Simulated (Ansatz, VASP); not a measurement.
**Cu in VASP and in Ansatz**

```
CELL_PARAMETERS angstrom
-1.44697 1.44697 1.35316
1.44697 -1.44697 1.35316
1.44697 1.44697 -1.35316
ATOMIC_POSITIONS crystal
Cu 0.00000 0.00000 0.00000
```

Alike in both runs: functional PBEsol; k mesh 4 × 4 × 4; occupations gaussian, width 0.1 eV; no spin polarisation.

Ansatz relaxed the structure, and its values are those at the end. VASP's run is a single point on that final structure, the one shown.

```csv
,VASP,Ansatz
version,VASP 6.6.1,Ansatz 0.2.0
potentials or method,"VASP PAW PBE potentials, release 64 (Cu), cutoff 520 eV","scalar-relativistic, plane waves, PAW"
valence electrons in the cell,11,19
```

Ansatz gave:

* gap on the k mesh at the Fermi level (eV): none
* pressure (GPa): 0.0

Problem. Estimate VASP's values.

Solution. gap on the k mesh at the Fermi level (eV): none; pressure (GPa): 0.7.

VASP's potentials were made for PBE, not for PBEsol. A gap of «none» marks a metal or a gap that the smearing closes. With one functional, cell and mesh, what is left measures potentials, basis and numerics. VASP's potentials hold 11 valence electrons a cell and Ansatz's 19, so a difference there can come from the potentials and not from the codes.

The k mesh is coarse, so the values compare programs but aren't converged.
